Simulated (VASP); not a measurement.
# ZnS (F-43m) in VASP: notebook

ZnS is run at these levels: PBEsol; tasks: vibrations by perturbation theory, elastic constants.

Everything below comes from runs of VASP 6.6.1. Logs are shortened: lines on timing, memory, paths and dates and some standing lists are left out, and cuts for length are marked.

**1. The cell of the first run**

The structure is cubic, space group F-43m (No. 216). Conventional cell: a = 5.356 Å, b = 5.356 Å, c = 5.356 Å, α = 90.00°, β = 90.00°, γ = 90.00°. Zn (site symmetry -43m) has 4 S at 2.32 Å within 3.1 Å. Within 3.1 Å of S (site symmetry -43m) lie 4 Zn at 2.32 Å.

**2. Vibrations by perturbation theory, PBEsol**

File INCAR:

```
SYSTEM = ZnS
ALGO = Normal
EDIFF = 1E-8
ENCUT = 520
GGA = PS
IBRION = 8
ISIF = 2
ISMEAR = 0
LASPH = .True.
LCHARG = .False.
LEPSILON = .True.
LREAL = .False.
LWAVE = .False.
NBANDS = 16
NELM = 100
NSW = 1
PREC = Accurate
SIGMA = 0.01
```

File KPOINTS:

```
k-points
0
Gamma
  10 10 10
  0 0 0
```

File POSCAR:

```
ZnS
1.0
    0.0000000000      2.6782323789      2.6782323789
    2.6782323789      0.0000000000      2.6782323789
    2.6782323789      2.6782323789      0.0000000000
Zn S
1 1
Direct
    0.2500000000      0.2500000000      0.2500000000
    0.0000000000      0.0000000000      0.0000000000
```

Potentials or basis: VASP PAW PBE potentials, release 64 (Zn, S).

Run with:

```bash
$ cat potpaw_PBE.64/Zn/POTCAR potpaw_PBE.64/S/POTCAR > POTCAR
$ mpirun -np 1 vasp_std > vasp.out
```

OUTCAR:

```text
SYSTEM = ZnS
   EDIFF = 1E-8
   ENCUT = 520
   GGA = PS
   IBRION = 8
   ISIF = 2
   ISMEAR = 0
   LASPH = .True.
   LEPSILON = .True.
   LREAL = .False.
   NELM = 100
   NSW = 1
   PREC = Accurate

 ion  position               nearest neighbor table
   1  0.250  0.250  0.250-   2 2.32   2 2.32   2 2.32   2 2.32
   2  0.000  0.000  0.000-   1 2.32   1 2.32   1 2.32   1 2.32

  LATTYP: Found a face centered cubic cell.
 ALAT       =     5.3564647578

  Lattice vectors:

 A1 = (   0.0000000000,   2.6782323789,   2.6782323789)
 A2 = (   2.6782323789,   0.0000000000,   2.6782323789)
 A3 = (   2.6782323789,   2.6782323789,   0.0000000000)

Analysis of symmetry for initial positions (statically):
=====================================================================
 Subroutine PRICEL returns:
 Original cell was already a primitive cell.

 Routine SETGRP: Setting up the symmetry group for a
 face centered cubic supercell.

 Subroutine GETGRP returns: Found 24 space group operations
 (whereof 24 operations were pure point group operations)
 out of a pool of 48 trial point group operations.

The static configuration has the point symmetry T_d .

Analysis of symmetry for dynamics (positions and initial velocities):
=====================================================================
 Subroutine PRICEL returns:
 Original cell was already a primitive cell.

 Routine SETGRP: Setting up the symmetry group for a
 face centered cubic supercell.

 Subroutine GETGRP returns: Found 24 space group operations
 (whereof 24 operations were pure point group operations)
 out of a pool of 48 trial point group operations.

The dynamic configuration has the point symmetry T_d .

 Subroutine INISYM returns: Found 24 space group operations
 (whereof 24 operations are pure point group operations),
 and found     1 'primitive' translations

[... 688 lines left out ...]
     0.00000  5.96370  0.01653

 MACROSCOPIC STATIC DIELECTRIC TENSOR (including local field effects in DFT)
 ------------------------------------------------------
           6.090216     0.000000     0.000000
          -0.000000     6.090216     0.000000
           0.000000    -0.000000     6.090216
 ------------------------------------------------------

 PIEZOELECTRIC TENSOR (including local field effects)  for field in x, y, z        (e  Angst)
          XX          YY          ZZ          XY          YZ          ZX
  --------------------------------------------------------------------------------
  x    -0.00000     0.00000     0.00000     0.00000     1.61258     0.00000
  y    -0.00000     0.00000    -0.00000     0.00000     0.00000     1.61258
  z    -0.00000    -0.00000     0.00000     1.61258     0.00000     0.00000

 PIEZOELECTRIC TENSOR (including local field effects)  for field in x, y, z        (C/m^2)
          XX          YY          ZZ          XY          YZ          ZX
  --------------------------------------------------------------------------------
  x    -0.00000     0.00000     0.00000     0.00000     0.67244     0.00000
  y    -0.00000     0.00000    -0.00000     0.00000     0.00000     0.67244
  z    -0.00000    -0.00000     0.00000     0.67244     0.00000     0.00000

 BORN EFFECTIVE CHARGES (including local field effects) (in |e|, cummulative output)
 ---------------------------------------------------------------------------------
 ion    1
    1     1.96272     0.00000     0.00000
    2     0.00000     1.96272     0.00000
    3     0.00000     0.00000     1.96272
 ion    2
    1    -1.96272     0.00000     0.00000
    2     0.00000    -1.96272     0.00000
    3     0.00000     0.00000    -1.96272

 INTERNAL STRAIN TENSOR FOR ION    2 for displacements in x,y,z  (eV/Angst):
          X           Y           Z          XY          YZ          ZX
  --------------------------------------------------------------------------------
  x    -0.00000     0.00000     0.00000     0.00000     5.96370     0.00000
  y     0.00000     0.00000     0.00000     0.00000     0.00000     5.96370
  z     0.00000     0.00000    -0.00000     5.96370     0.00000     0.00000

 SECOND DERIVATIVES (NOT SYMMETRIZED)
 ------------------------------------
               1X          1Y          1Z          2X          2Y          2Z
  1X    -6.212917    0.000000    0.000000    6.212917    0.000000    0.000000
  1Y     0.000000   -6.212917    0.000000    0.000000    6.212917    0.000000
  1Z     0.000000    0.000000   -6.212917    0.000000    0.000000    6.212917
  2X     6.176856    0.000000    0.000000   -6.176856    0.000000    0.000000
  2Y     0.000000    6.176856    0.000000    0.000000   -6.176856    0.000000
  2Z     0.000000    0.000000    6.176856    0.000000    0.000000   -6.176856

 Eigenvectors and eigenvalues of the dynamical matrix
 ----------------------------------------------------

   1 f  =    8.384513 THz    52.681448 2PiTHz  279.677243 cm-1    34.675543 meV
             X         Y         Z           dx          dy          dz
      1.339116  1.339116  1.339116    -0.574733    0.000000    0.000000
      0.000000  0.000000  0.000000     0.818341    0.000000    0.000000
[... 21 lines left out ...]
   6 f/i=    0.011478 THz     0.072116 2PiTHz    0.382850 cm-1     0.047467 meV
             X         Y         Z           dx          dy          dz
      1.339116  1.339116  1.339116     0.000000    0.000000    0.818341
      0.000000  0.000000  0.000000     0.000000    0.000000    0.574733

--------------------------------------------------------------------------------------------------------

 MACROSCOPIC STATIC DIELECTRIC TENSOR IONIC CONTRIBUTION
 ------------------------------------------------------
           2.928683     0.000000     0.000000
           0.000000     2.928683     0.000000
           0.000000     0.000000     2.928683
 ------------------------------------------------------

 ELASTIC MODULI CONTR FROM IONIC RELAXATION (kBar)
 Direction    XX          YY          ZZ          XY          YZ          ZX
 --------------------------------------------------------------------------------
 XX          -0.0000      0.0000      0.0000     -0.0000      0.0000     -0.0000
 YY           0.0000     -0.0000     -0.0000     -0.0000     -0.0000     -0.0000
 ZZ           0.0000     -0.0000     -0.0000      0.0000     -0.0000     -0.0000
 XY          -0.0000     -0.0000      0.0000   -239.3861      0.0000      0.0000
 YZ           0.0000     -0.0000     -0.0000      0.0000   -239.3861      0.0000
 ZX          -0.0000     -0.0000     -0.0000      0.0000      0.0000   -239.3861
 --------------------------------------------------------------------------------

 PIEZOELECTRIC TENSOR IONIC CONTR  for field in x, y, z        (C/m^2)
          XX          YY          ZZ          XY          YZ          ZX
  --------------------------------------------------------------------------------
  x     0.00000    -0.00000    -0.00000     0.00000    -0.78788     0.00000
  y    -0.00000    -0.00000    -0.00000     0.00000     0.00000    -0.78788
  z    -0.00000    -0.00000     0.00000    -0.78788     0.00000     0.00000
```

Wall time 5.2 min (1 thread of Intel Xeon 6975P-C (Granite Rapids), shared host); peak memory 0.38 GiB.

Results:

```
Electronic dielectric tensor (diagonal)                 : 6.09
Born charges (mean of the diagonal)                     : Zn +1.96; S -1.96 e
Highest phonon frequency at Γ, LO-TO splitting left out : 280 cm⁻¹
```

Phonon frequencies in cm⁻¹ (negative: imaginary):
| q point | frequencies |
| --- | --- |
| (0.000, 0.000, 0.000) | 0 0 0 280 280 280 |

Electronic dielectric tensor:
```
6.09 0.00 0.00
0.00 6.09 0.00
0.00 0.00 6.09
```

Born effective charge tensors (e):
atom 1, Zn
```
1.96 0.00 0.00
0.00 1.96 0.00
0.00 0.00 1.96
```
atom 2, S
```
-1.96  0.00  0.00
 0.00 -1.96  0.00
 0.00  0.00 -1.96
```

Caveat: the PAW data sets were made with another functional, which shifts forces and pressure a little.

**3. Elastic constants, PBEsol**

File INCAR:

```
SYSTEM = ZnS
PREC = Accurate ; ENCUT = 600
EDIFF = 1E-8 ; ISMEAR = 0
SIGMA = 0.01 ; LREAL = .False.
LASPH = .True. ; NELM = 80
ALGO = Normal ; ISIF = 3
LWAVE = .False. ; LCHARG = .False.
GGA = PS ; IBRION = 6
NFREE = 2 ; POTIM = 0.015
NSW = 1
```

File KPOINTS:

```
Automatic mesh
0
Gamma
  10 10 10
  0 0 0
```

POSCAR is that of step 2.

Potentials or basis: VASP PAW PBE potentials, release 64 (Zn, S).

Run with:

```bash
$ cat potpaw_PBE.64/Zn/POTCAR potpaw_PBE.64/S/POTCAR > POTCAR
$ mpirun -np 1 vasp_std > vasp.out
```

Run time: 9.6 min. Hardware: 1 thread of Intel Xeon 6975P-C (Granite Rapids), shared host; peak memory 0.43 GiB.

It converged, with:

| Quantity | Value |
| --- | --- |
| Elastic constants C11, C12, C44 | 108, 66, 48 GPa |
| Voigt bulk modulus | 80 GPa |
| Highest phonon frequency at Γ, LO-TO splitting left out | 280 cm⁻¹ |

Phonon frequencies in cm⁻¹ (negative: imaginary):
```tsv
q point	frequencies
(0.000, 0.000, 0.000)	0 0 0 280 280 280
```

Elastic tensor in Voigt notation (GPa, in the Cartesian axes of the cell as first typed):
```
108  66  66   0   0   0
 66 108  66   0   0   0
 66  66 108   0   0   0
  0   0   0  48   0   0
  0   0   0   0  48   0
  0   0   0   0   0  48
```

Clamped-ion elastic tensor (GPa):
```
108  66  66   0   0   0
 66 108  66   0   0   0
 66  66 108   0   0   0
  0   0   0  74   0   0
  0   0   0   0  74   0
  0   0   0   0   0  74
```

Caveat: the PAW data sets were made with another functional, which shifts forces and pressure a little.
